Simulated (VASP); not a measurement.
Write the native input for VASP 6.6.1 that does the following.

```yaml
Task: relaxation of cell and atoms
Functional: r2SCAN
Potentials_or_basis: VASP PAW PBE potentials, release 64 (Ti_sv, Os)
Cutoff: 600 eV
k_mesh: 7 × 7 × 7
Occupations: fermi-dirac, width 0.1 eV
Spin: no spin polarisation
Target_pressure: 10 GPa
Dipole_correction: no
Further_INCAR_settings: ALGO = Normal; EDIFF = 1e-07; IBRION = 2; EDIFFG = -0.01; NSW = 80; ISIF = 3
```

The system is TiOs3.

```
Ti Os
1.0
     3.88773    0.00000    0.00000
     0.00000    3.88773    0.00000
     0.00000    0.00000    3.88773
Ti Os
1 3
Direct
  0.00000 0.00000 0.00000
  0.50000 0.50000 0.00000
  0.50000 0.00000 0.50000
  0.00000 0.50000 0.50000
```

These files were run (other wordings do the same):

POSCAR

```
TiOs3
1.0
    3.8877340000      0.0000000000      0.0000000000
    0.0000000000      3.8877340000      0.0000000000
    0.0000000000      0.0000000000      3.8877340000
Ti Os
1 3
Direct
    0.0000000000      0.0000000000      0.0000000000
    0.5000000000      0.5000000000      0.0000000000
    0.5000000000      0.0000000000      0.5000000000
    0.0000000000      0.5000000000      0.5000000000
```

INCAR.step1

```
SYSTEM = TiOs3
PREC     = Accurate       ! precision mode
ENCUT    = 600            ! plane-wave cutoff, eV
ISMEAR   = -1             ! smearing method
SIGMA    = 0.1            ! smearing width, eV
LREAL    = .FALSE.        ! projectors in reciprocal space
LASPH    = .TRUE.         ! aspherical terms in the spheres
NELM     = 60             ! most SCF steps
GGA      = PE             ! functional
ALGO     = Normal         ! electronic algorithm
EDIFF    = 1E-4           ! SCF threshold, eV
LWAVE    = .TRUE.         ! write WAVECAR
LCHARG   = .FALSE.        ! write CHGCAR
```

INCAR.step2

```
SYSTEM = TiOs3
PREC     = Accurate       ! precision mode
ENCUT    = 600            ! plane-wave cutoff, eV
EDIFF    = 1E-7           ! SCF threshold, eV
ISMEAR   = -1             ! smearing method
SIGMA    = 0.1            ! smearing width, eV
LREAL    = .FALSE.        ! projectors in reciprocal space
LASPH    = .TRUE.         ! aspherical terms in the spheres
NELM     = 60             ! most SCF steps
ALGO     = Normal         ! electronic algorithm
ISIF     = 3              ! what is computed and relaxed
LWAVE    = .FALSE.        ! write WAVECAR
LCHARG   = .FALSE.        ! write CHGCAR
METAGGA  = R2SCAN         ! meta-GGA
LMIXTAU  = .TRUE.       
IBRION   = 2              ! ionic algorithm
NSW      = 80             ! ionic steps
EDIFFG   = -0.01          ! ionic threshold
PSTRESS  = 100.0        
ISTART   = 1
```

KPOINTS

```
regular mesh
0
G
  7 7 7
  0 0 0
```

Potentials or basis: VASP PAW PBE potentials, release 64 (Ti_sv, Os).

Command:

```console
$ cat potpaw_PBE.64/Ti_sv/POTCAR potpaw_PBE.64/Os/POTCAR > POTCAR
$ cp INCAR.step1 INCAR
$ mpirun -np 1 vasp_std > vasp.out
$ cp INCAR.step2 INCAR
$ mpirun -np 1 vasp_std > vasp.out
```

It gave:

| Quantity | Value |
| --- | --- |
| Relaxed volume | 14.03 Å³/atom |
| Relaxed cell | a = 3.829 Å, b = 3.829 Å, c = 3.829 Å, α = 90.00°, β = 90.00°, γ = 90.00° |
| Space group after relaxing (to 0.1 Å) | Pm-3m (No. 221) |
| Energy change on relaxing (the run minimises the enthalpy) | +7.9 meV/atom |
| Ionic steps | 5 |
| Pressure after relaxing | 10.1 GPa |
| Band gap on the k mesh | zero (bands 18 and 19 overlap by 3.80 eV) |

Caveat: the cell is relaxed towards a set pressure, so the run minimises the enthalpy, not the energy; the PAW data sets were made with another functional, which shifts forces and pressure a little; spin-orbit coupling is left out, which moves the levels of the heavy elements.

Wall time 8 min on 1 thread of Oxide Virtual Turin-like Processor, on a shared host, peak memory 0.18 GiB.
